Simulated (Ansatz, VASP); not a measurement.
## One calculation of Sn2Ir, two programs

INCAR

```
  ALGO = Normal
  EDIFF = 1E-8
  ENCUT = 520
  ISIF = 2
  ISMEAR = -1
  LASPH = True
  LCHARG = False
  LEFG = True
  LREAL = False
  LWAVE = False
  NBANDS = 26
  NELM = 60
  PREC = Accurate
  SIGMA = 0.03
```

KPOINTS

```
k-points
0
Gamma
  10 10 10
```

File POSCAR:

```
Sn2Ir
1.0
    0.0633800000      3.2006900000      3.2006900000
    3.2006900000      0.0633800000      3.2006900000
    3.2006900000      3.2006900000      0.0633800000
Sn Ir
2 1
Direct
    0.2500000000      0.2500000000      0.2500000000
    0.7500000000      0.7500000000      0.7500000000
    0.0000000000      0.0000000000      0.0000000000
```

Input for Ansatz:

```yaml
crystal:
  lattice:
    - [0.06338, 3.20069, 3.20069]
    - [3.20069, 0.06338, 3.20069]
    - [3.20069, 3.20069, 0.06338]
  atoms:
    - { symbol: Sn, position: [0.25, 0.25, 0.25] }
    - { symbol: Sn, position: [0.75, 0.75, 0.75] }
    - { symbol: Ir, position: [0.0, 0.0, 0.0] }
kpoints:
  mp_grid: { grid: [10, 10, 10] }
scf:
  occupations: { method: fermi_dirac, width: 0.03 }
hamiltonian:
  xc: lda
  pseudopotentials: { kind: all_electron, datasets: crystal }
output:
  forces: true
  stress: true
  eigenvalues: true
  efg: { contact_densities: true }
```

Change from the starting cell: equal xy, yz and zx shear strains of +2 %, crystal datasets.

Alike in both runs: task electric field gradients; functional LDA; k mesh 10 × 10 × 10; occupations fermi-dirac, width 0.03 eV; no spin polarisation.

```csv
,VASP,Ansatz
version,VASP 6.6.1,Ansatz 0.2.0
potentials or method,"VASP PAW LDA potentials, release 64 (Sn_d, Ir), cutoff 520 eV","all-electron PAW with datasets made for the crystal, scalar-relativistic"
```

```csv
,VASP,Ansatz,Ansatz less VASP
pressure (GPa),-1.6,-2.0,-0.35
"traceless stress, the component that is largest in VASP (GPa)",-0.98,-0.94,+0.040
rms of the force components (eV/Å),0.105,0.102,-0.0027
size of Vzz on the site where it differs most (V/Å²),32.8,18.4,-14.38
```

LDA's correlation is that of Perdew and Zunger in VASP and of Perdew and Wang (1992) in Ansatz. Atom by atom the forces differ by 0.003 eV/Å (rms over components). Ansatz ran all-electron here, and VASP with PAW potentials.

Neither program's run includes spin-orbit coupling.
